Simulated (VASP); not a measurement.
Wanted: the native input for a VASP 6.6.1 run.

| Property | Result |
| --- | --- |
| Task | single point |
| Functional | PBE |
| Potentials or basis | VASP PAW PBE potentials, release 64 (Ba_sv, Ti_sv, O_h) |
| Cutoff | 910 eV |
| k mesh | 3 × 3 × 3 |
| Occupations | fermi-dirac, width 0.05 eV |
| Spin | no spin polarisation |
| Dipole correction | no |
| Second run | hard_potentials |
| Further INCAR settings | ALGO = Normal; EDIFF = 1e-06; NBANDS = 28 |

The structure of BaTiO3 lies in POSCAR:

```
BaTiO3
1.0
    3.9998000000      0.0000000000      0.0000000000
    0.0000000000      3.9998000000      0.0000000000
    0.0000000000      0.0000000000      4.0180000000
Ba Ti O
1 1 3
Direct
    0.0000000000      0.0000000000      0.0000000000
    0.5000000000      0.5000000000      0.4900000000
    0.0000000000      0.5000000000      0.5170000000
    0.5000000000      0.0000000000      0.5170000000
    0.5000000000      0.5000000000      0.0190000000
```

One way to write it, as run:

INCAR

```
PREC = Accurate
ENCUT = 910
EDIFF = 1E-6
ISMEAR = -1
SIGMA = 0.05
LREAL = False
LASPH = True
NELM = 120
ALGO = Normal
ISIF = 2
LWAVE = False
LCHARG = False
GGA = PE
NBANDS = 28
GGA_COMPAT = False
```

KPOINTS

```
regular mesh
0
Gamma
  3 3 3
```

Potentials or basis: VASP PAW PBE potentials, release 64 (Ba_sv, Ti_sv, O_h).

Command:

```bash
$ cat potpaw_PBE.64/Ba_sv/POTCAR potpaw_PBE.64/Ti_sv/POTCAR potpaw_PBE.64/O_h/POTCAR > POTCAR
$ mpirun -np 1 vasp_std > vasp.out
```

It gave:

| Property | Result |
| --- | --- |
| Pressure | 4.1 GPa |
| Largest force | 0.516 eV/Å |
| Band gap on the k mesh | 2.02 eV, direct |

Caveat: the k points lie up to 0.52 Å⁻¹ apart; the cutoff is under 1.25 times the usual one of these potentials, so pressure, stress and relaxed cells hold a basis-set (Pulay) error; spin-orbit coupling is left out, which moves the levels of the heavy elements.

Run time: 23 s on 1 thread of Intel(R) Xeon(R) Platinum 8488C (Sapphire Rapids), with other jobs on the host, peak memory 0.25 GiB.
